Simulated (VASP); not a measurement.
Set up this calculation in VASP 6.6.1, as the native input.

```yaml
Task: single point
Functional: PBE
Potentials_or_basis: VASP PAW PBE potentials, release 64 (Li_sv, H)
Cutoff: 520 eV
k_mesh: 10 × 10 × 10
Occupations: fermi-dirac, width 0.02 eV
Spin: no spin polarisation
Dipole_correction: no
Further_INCAR_settings: ALGO = Normal; EDIFF = 1e-07; NBANDS = 9
```

The structure of LiH lies in POSCAR:

```
LiH
1.0
    0.0000000000      1.9407017015      1.9407017015
    1.9407017015      0.0000000000      1.9407017015
    1.9407017015      1.9407017015      0.0000000000
Li H
1 1
Direct
    0.0000000000      0.0000000000      0.0000000000
    0.5000000000      0.5000000000      0.5000000000
```

This cell differs from its parent crystal: strain -3.1%.

The input as run:

INCAR

```
ALGO = Normal ; EDIFF = 1E-7
ENCUT = 520 ; GGA = PE
ISIF = 2 ; ISMEAR = -1
LASPH = T ; LCHARG = F
LREAL = F ; LWAVE = F
NBANDS = 9 ; NELM = 100
PREC = Accurate ; SIGMA = 0.02
```

KPOINTS

```
k-points
0
Gamma
  10 10 10
```

Potentials or basis: VASP PAW PBE potentials, release 64 (Li_sv, H).

Launch:

```sh
$ cat potpaw_PBE.64/Li_sv/POTCAR potpaw_PBE.64/H/POTCAR > POTCAR
$ mpirun -np 1 vasp_std > vasp.out
```

It gave:

```
Band gap on the k mesh : 2.90 eV, direct
```

Caveat: the cell differs from its parent crystal (strain -3.1%).

It took 4 s on 1 thread of Intel(R) Xeon(R) Platinum 8375C CPU @ 2.90GHz (Ice Lake), with other jobs on the host, peak memory 0.12 GiB.
